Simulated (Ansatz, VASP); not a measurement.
**One calculation of TaN, two programs**

The input INCAR:

```
  PREC = Accurate
  ENCUT = 600
  EDIFF = 1E-6
  ISMEAR = -1
  SIGMA = 0.08
  LREAL = False
  LASPH = True
  NELM = 120
  ALGO = Normal
  ISIF = 2
  LWAVE = False
  LCHARG = False
  GGA = PE
  NBANDS = 15
  GGA_COMPAT = False
```

The input KPOINTS:

```
Automatic mesh
0
Gamma
  16 16 16
```

Contents of POSCAR:

```
TaN
1.0
    0.0000000000      2.1004394783      2.1004394783
    2.1004394783      0.0000000000      2.1004394783
    2.1004394783      2.1004394783      0.0000000000
Ta N
1 1
Direct
    0.0000000000      0.0000000000      0.0000000000
    0.5000000000      0.5000000000      0.5000000000
```

Input for Ansatz:

```yaml
crystal:
  lattice:
    - [0.0, 2.1004394783, 2.1004394783]
    - [2.1004394783, 0.0, 2.1004394783]
    - [2.1004394783, 2.1004394783, 0.0]
  atoms:
    - { symbol: Ta, position: [0.0, 0.0, 0.0] }
    - { symbol: "N", position: [0.5, 0.5, 0.5] }
kpoints:
  mp_grid: { grid: [16, 16, 16] }
scf:
  occupations: { method: fermi_dirac, width: 0.08 }
hamiltonian:
  xc: pbe
  pseudopotentials: { kind: paw }
output:
  forces: true
  stress: true
  eigenvalues: true
  write_density: true
  write_potential: true
  elf: true
  volumetric_format: npy
```

Change from the starting cell: volume scaled by 0.86, to set the pressure.

Alike in both runs: task single point; functional PBE; k mesh 16 × 16 × 16; occupations fermi-dirac, width 0.08 eV; no spin polarisation.

```csv
,VASP,Ansatz
version,VASP 6.6.1,Ansatz 0.2.0
potentials or method,"VASP PAW PBE potentials, release 64 (Ta_pv, N)","PAW with Ansatz's default frozen-core files, scalar-relativistic"
plane-wave cutoff (eV),600,420
valence electrons in the cell,16,18
```

```tsv
	VASP	Ansatz	Ansatz less VASP
pressure (GPa)	71.0	69.3	-1.67
```

Both programs put the cell under a high pressure, so it lies far from rest at this level. VASP's potentials hold 16 valence electrons a cell and Ansatz's 18, so a difference there can come from the potentials and not from the codes.

Spin-orbit coupling is off throughout. Noted on VASP's run: the cell as given lies far from equilibrium.
